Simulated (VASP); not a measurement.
Runs of VASP 6.6.1 on CaS. The structure is that of space group Fm-3m (No. 225), or close to it. The cells are those of the table. 

```csv
cell,gap on the mesh (eV),pressure (GPa)
"a = 3.959 Å, angles 60.0°, 2 atoms",2.22,(b)
"a = 4.094 Å, angles 60.0°, 2 atoms",2.45,-1.9
"a = 4.158 Å, angles 60.0°, 2 atoms",2.53,(a)
"a = 3.889 Å, angles 60.0°, 2 atoms",(c),8.6
"a = 4.028 Å, angles 60.0°, 2 atoms",2.35,0.7
```

Alike in all rows: task single point; level PBE; potentials or basis VASP PAW PBE potentials, release 64 (Ca_sv, S); no spin polarisation; k mesh 4 × 4 × 4; cutoff (eV) 500; smearing gaussian 0.01 eV.

Q: Fill in the values left out.

A: (a) -4.0; (b) 4.2; (c) 2.07.

Caveats: all runs use coarse meshes.

A k mesh can miss the band edges.
